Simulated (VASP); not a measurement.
# Sb (Pm-3m) in VASP: single point with PBEsol

Aim: the single point of Sb with PBEsol.

All numbers are computed with VASP 6.6.1; they aren't measurements. Logs are shortened: lines on timing, memory, paths and dates and some standing lists are left out, and cuts for length are marked.

## Step 1: The cell of the first run

The structure is cubic, space group Pm-3m (No. 221). The conventional cell has a = 5.382 Å, b = 5.382 Å, c = 5.382 Å, α = 90.00°, β = 90.00°, γ = 90.00°.

## Step 2: Single point, PBEsol

INCAR

```
SYSTEM = Sb
ALGO = Normal ; EDIFF = 1E-6
ENCUT = 500 ; GGA = PS
GGA_COMPAT = .False. ; ISIF = 2
ISMEAR = -1 ; LASPH = .True.
LCHARG = .False. ; LREAL = .False.
LWAVE = .False. ; NBANDS = 8
NELM = 120 ; PREC = Accurate
SIGMA = 0.1
```

KPOINTS

```
k-points
0
Gamma
  3 3 3
  0 0 0
```

POSCAR

```
Sb
1.0
    5.3824440000      0.0000000000      0.0000000000
    0.0000000000      5.3824440000      0.0000000000
    0.0000000000      0.0000000000      5.3824440000
Sb
1
Direct
    0.0000000000      0.0000000000      0.0000000000
```

Potentials or basis: VASP PAW PBE potentials, release 64 (Sb).

Run with:

```bash
$ cat potpaw_PBE.64/Sb/POTCAR > POTCAR
$ mpirun -np 1 vasp_std > vasp.out
```

OUTCAR:

```text
SYSTEM = Sb
   EDIFF = 1E-6
   ENCUT = 500
   GGA = PS
   ISIF = 2
   ISMEAR = -1
   LASPH = .True.
   LREAL = .False.
   NELM = 120
   PREC = Accurate

 ion  position               nearest neighbor table
   1  0.000  0.000  0.000-

  LATTYP: Found a simple cubic cell.
 ALAT       =     5.3824440000

  Lattice vectors:

 A1 = (   5.3824440000,   0.0000000000,   0.0000000000)
 A2 = (   0.0000000000,   5.3824440000,   0.0000000000)
 A3 = (   0.0000000000,   0.0000000000,   5.3824440000)

Analysis of symmetry for initial positions (statically):
=====================================================================
 Subroutine PRICEL returns:
 Original cell was already a primitive cell.

 Routine SETGRP: Setting up the symmetry group for a
 simple cubic supercell.

 Subroutine GETGRP returns: Found 48 space group operations
 (whereof 48 operations were pure point group operations)
 out of a pool of 48 trial point group operations.

The static configuration has the point symmetry O_h .

Analysis of symmetry for dynamics (positions and initial velocities):
=====================================================================
 Subroutine PRICEL returns:
 Original cell was already a primitive cell.

 Routine SETGRP: Setting up the symmetry group for a
 simple cubic supercell.

 Subroutine GETGRP returns: Found 48 space group operations
 (whereof 48 operations were pure point group operations)
 out of a pool of 48 trial point group operations.

The dynamic configuration has the point symmetry O_h .

 Subroutine INISYM returns: Found 48 space group operations
 (whereof 48 operations are pure point group operations),
 and found     1 'primitive' translations

----------------------------------------------------------------------------------------

                                     Primitive cell

  volume of cell :     155.9332

  direct lattice vectors                    reciprocal lattice vectors
     5.382444000  0.000000000  0.000000000     0.185789207  0.000000000  0.000000000
     0.000000000  5.382444000  0.000000000     0.000000000  0.185789207  0.000000000
     0.000000000  0.000000000  5.382444000     0.000000000  0.000000000  0.185789207

  length of vectors
     5.382444000  5.382444000  5.382444000     0.185789207  0.185789207  0.185789207

  position of ions in fractional coordinates (direct lattice)
     0.000000000  0.000000000  0.000000000

  ion indices of the primitive-cell ions
   primitive index   ion index
                 1           1

----------------------------------------------------------------------------------------

 KPOINTS: k-points

Automatic generation of k-mesh.
 Grid dimensions read from file:
 generate k-points for:    3    3    3

 Generating k-lattice:

  Cartesian coordinates                     Fractional coordinates (reciprocal lattice)
     0.061929736  0.000000000  0.000000000     0.333333333  0.000000000  0.000000000
     0.000000000  0.061929736  0.000000000     0.000000000  0.333333333  0.000000000
     0.000000000  0.000000000  0.061929736     0.000000000  0.000000000  0.333333333

  Length of vectors
     0.061929736  0.061929736  0.061929736

  Shift w.r.t. Gamma in fractional coordinates (k-lattice)
     0.000000000  0.000000000  0.000000000

 Subroutine IBZKPT returns following result:
 ===========================================

 Found      4 irreducible k-points:

 Following reciprocal coordinates:
            Coordinates               Weight
  0.000000  0.000000  0.000000      1.000000
  0.333333  0.000000  0.000000      6.000000
  0.333333  0.333333  0.000000     12.000000
  0.333333  0.333333  0.333333      8.000000
   k-points           NKPTS =      4   k-points in BZ     NKDIM =      4   number of bands    NBANDS=      8
   number of dos      NEDOS =    301   number of ions     NIONS =      1
   total plane-waves  NPLWV =  64000
   dimension x,y,z NGX =    40 NGY =   40 NGZ =   40
   dimension x,y,z NGXF=    80 NGYF=   80 NGZF=   80
   ions per type =               1
   NGX,Y,Z   is equivalent  to a cutoff of  12.35, 12.35, 12.35 a.u.
   NGXF,Y,Z  is equivalent  to a cutoff of  24.71, 24.71, 24.71 a.u.
 SYSTEM =  Sb
   PREC   = accura    normal or accurate (medium, high low for compatibility)
   ISTART =      0    job   : 0-new  1-cont  2-samecut
   ICHARG =      2    charge: 1-file 2-atom 10-const
   ISPIN  =      1    spin polarized calculation?
   LNONCOLLINEAR =      F non collinear calculations
   LSORBIT =      F    spin-orbit coupling
   LASPH  =      T    aspherical Exc in radial PAW
   ENCUT  =  500.0 eV  36.75 Ry    6.06 a.u.   9.81  9.81  9.81*2*pi/ulx,y,z
   NELM   =    120;   NELMIN=  2; NELMDL= -5     # of ELM steps
   EDIFF  = 0.1E-05   stopping-criterion for ELM
   LREAL  =      F    real-space projection
   EDIFFG = 0.1E-04   stopping-criterion for IOM
   NSW    =      0    number of steps for IOM
   IBRION =     -1    ionic relax: 0-MD 1-quasi-New 2-CG
   NFREE  =      0    steps in history (QN), initial steepest desc. (CG)
   ISIF   =      2    stress and relaxation
   ISYM   =      2    0-nonsym 1-usesym 2-fastsym
   POTIM  = 0.5000    time-step for ionic-motion
   TEBEG  =    0.0;   TEEND  =   0.0 temperature during run
   PSTRESS=    0.0 pullay stress
   NELECT =       5.0000    total number of electrons
   NUPDOWN=      -1.0000    fix difference up-down
   EMIN   =  10.00;   EMAX   =-10.00  energy-range for DOS
   EFERMI =   0.00;   METHOD = LEGACY
   ISMEAR =    -1;   SIGMA  =   0.10  broadening in eV -4-tet -1-fermi 0-gaus
   EFERMI_NEDOS =   21; number of points for ismear=-14 and -15
   IALGO  =     38    algorithm
   IMIX   =      4    mixing-type and parameters
     AMIX     =   0.40;   BMIX     =  1.00
     AMIX_MAG =   1.60;   BMIX_MAG =  1.00
  volume/ion in A,a.u.               =     155.93      1052.29
  Fermi-wavevector in a.u.,A,eV,Ry     =   0.520098  0.982843  3.680404  0.270502
  Thomas-Fermi vector in A             =   1.537788
   LORBIT       =      0    0 simple, 1 ext, 2 COOP (PROOUT), +10 PAW based schemes
   GGA     = PS    functional components
   LHFCALC =     F    Hartree Fock is set to
   AEXX    =    0.0000 exact exchange contribution
   IVDW    =     0    specifies the selected vdW correction
   LEPSILON=     F    determine dielectric tensor
   LRPA    =     F    only Hartree local field effects (RPA)
 non-spin polarized calculation
  energy-cutoff  :      500.00
  volume of cell :      155.93
 maximum number of plane-waves:      3972
 NGX is ok and might be reduce to    40
   NGX = 19   NGY = 19   NGZ = 19

 number of electron       5.0000000 magnetization

 Free energy of the ion-electron system (eV)
  ---------------------------------------------------
  ext. energy  EPLUGINS =         0.00000000
  ---------------------------------------------------
  free energy    TOTEN  =        -0.78317794 eV

  energy without entropy =       -0.54883981  energy(sigma->0) =       -0.66600887

 E-fermi :  -2.8244     XC(G=0):  -4.0120

 val. band max:       -2.8676473748   @ k =   0.3333   0.3333   0.3333
 cond. band min:      -2.4874909826   @ k =   0.0000   0.0000   0.0000
 fundamental gap:      0.3801563922
 Fermi energy:        -2.8244412028

 k-point     1 :       0.0000    0.0000    0.0000
  band No.  band energies     occupation
      1     -10.9176      2.00000
      2      -2.4875      0.06652
      3      -2.4875      0.06652
      4      -2.4875      0.06652
      5       0.8145      0.00000
      6       3.1046      0.00000
      7       3.1046      0.00000
      8       6.4775      0.00000

 k-point     2 :       0.3333    0.0000    0.0000
  band No.  band energies     occupation
      1     -10.8838      2.00000
      2      -3.0572      1.82226
      3      -2.4320      0.03872
      4      -2.4320      0.03872
      5       1.6395      0.00000
      6       3.4057      0.00000
      7       3.4236      0.00000
      8       4.9012      0.00000

 k-point     3 :       0.3333    0.3333    0.0000
  band No.  band energies     occupation
      1     -10.8511      2.00000
      2      -2.9826      1.65879
      3      -2.9472      1.54681
      4      -2.3799      0.02319
      5       2.2778      0.00000
      6       2.9049      0.00000
      7       4.2412      0.00000
      8       4.4573      0.00000

 k-point     4 :       0.3333    0.3333    0.3333
  band No.  band energies     occupation
      1     -10.8194      2.00000
      2      -2.9108      1.40663
      3      -2.8676      1.21273
      4      -2.8676      1.21273
      5       2.5753      0.00000
      6       3.2777      0.00000
      7       3.2777      0.00000
      8       4.6053      0.00000

------------------------ aborting loop because EDIFF is reached ----------------------------------------

  FORCE on cell =-STRESS in cart. coord.  units (eV):
  Direction    XX          YY          ZZ          XY          YZ          ZX
  --------------------------------------------------------------------------------------
  -------------------------------------------------------------------------------------
  Total       -1.0952542     -1.0952542     -1.0952542      0.0000000      0.0000000     -0.0000000
  in kB      -11.2534830    -11.2534830    -11.2534830      0.0000000      0.0000000     -0.0000000
  external PRESSURE =     -11.2534830 kB  Pullay stress =       0.0000000 kB

 VOLUME and BASIS-vectors are now :
 -----------------------------------------------------------------------------
  energy-cutoff  :      500.00
  volume of cell :      155.93
      direct lattice vectors                 reciprocal lattice vectors
     5.382444000  0.000000000  0.000000000     0.185789207  0.000000000  0.000000000
     0.000000000  5.382444000  0.000000000     0.000000000  0.185789207  0.000000000
     0.000000000  0.000000000  5.382444000     0.000000000  0.000000000  0.185789207

 POSITION                                       TOTAL-FORCE (eV/Angst)
 -----------------------------------------------------------------------------------
      0.00000      0.00000      0.00000         0.000000      0.000000      0.000000
 -----------------------------------------------------------------------------------
    total drift:                               -0.000000     -0.000000     -0.000000

  FREE ENERGIE OF THE ION-ELECTRON SYSTEM (eV)
  ---------------------------------------------------
  free  energy   TOTEN  =        -0.7831779367 eV

  energy  without entropy=       -0.5488398084  energy(sigma->0) =       -0.66600887
```

It took 6.1 s on 1 thread of Intel Xeon Platinum 8488C (Sapphire Rapids), shared host; peak memory 0.22 GiB.

What came out:

* Free energy: -0.7832 eV
* Pressure: -1.1 GPa

Levels at points of the mesh, in eV from the Fermi level:
```
           k point  band 1  band 2  band 3  band 4  band 5  band 6  band 7
(0.00, 0.00, 0.00)   -8.09    0.34    0.34    0.34    3.64    5.93    5.93
```

Caveat: the k points lie up to 0.39 Å⁻¹ apart; the PAW data sets were made with another functional, which shifts forces and pressure a little; spin-orbit coupling is left out, which moves the levels of the heavy elements.
